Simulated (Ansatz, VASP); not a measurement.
# One calculation of BN, two programs

The input INCAR:

```
SYSTEM = BN
  PREC = Accurate
  ENCUT = 520
  EDIFF = 1E-6
  ISMEAR = -1
  SIGMA = 0.05
  LREAL = .False.
  LASPH = .True.
  NELM = 80
  ALGO = Normal
  ISIF = 2
  LWAVE = .False.
  LCHARG = .False.
  GGA = PE
  NBANDS = 11
```

The input KPOINTS:

```
regular mesh
0
Gamma
  15 15 15
  0 0 0
```

File POSCAR:

```
BN
1.0
    0.0000000000      1.7753547638      1.7753547638
    1.7753547638      0.0000000000      1.7753547638
    1.7753547638      1.7753547638      0.0000000000
B N
1 1
Direct
    0.0000000000      0.0000000000      0.0000000000
    0.2500000000      0.2500000000      0.2500000000
```

Input for Ansatz:

```yaml
crystal:
  lattice:
    - [0.0, 1.7753547638, 1.7753547638]
    - [1.7753547638, 0.0, 1.7753547638]
    - [1.7753547638, 1.7753547638, 0.0]
  atoms:
    - { symbol: B, position: [0.0, 0.0, 0.0] }
    - { symbol: "N", position: [0.25, 0.25, 0.25] }
kpoints:
  mp_grid: { grid: [15, 15, 15] }
  band_path:
    path:
      - [0.0, 0.0, 0.0]
      - [-0.5, -0.5, 0.0]
      - [-0.375, -0.375, 0.25]
      - [-0.375, 0.0, 0.375]
      - [0.0, 0.0, 0.0]
      - [0.0, 0.0, 0.5]
      - [-0.5, -0.25, 0.25]
      - [-0.5, -0.5, 0.0]
    npoints: 8
scf:
  occupations: { method: fermi_dirac, width: 0.05 }
hamiltonian:
  xc: pbe
  pseudopotentials: { kind: all_electron, lapw: { basis_error: 0.001 } }
output:
  forces: true
  stress: true
  eigenvalues: true
  populations: true
  dos: { projected: true, de: 0.2, e_range: [-14, 8] }
```

Change from the starting cell: volume scaled by 0.94, LAPW.

Alike in both runs: task single point; functional PBE; k mesh 15 × 15 × 15; occupations fermi-dirac, width 0.05 eV; no spin polarisation.

|  | VASP | Ansatz |
| --- | --- | --- |
| version | VASP 6.6.1 | Ansatz 0.2.0 |
| potentials or method | VASP PAW PBE potentials, release 64 (B, N), cutoff 520 eV | all-electron LAPW, scalar-relativistic |

|  | VASP | Ansatz | Ansatz less VASP |
| --- | --- | --- | --- |
| gap on the k mesh at the Fermi level (eV) | 4.57 | 4.58 | +0.011 |
| pressure (GPa) | 26.2 | 25.8 | -0.42 |

Ansatz ran all-electron here, and VASP with PAW potentials.
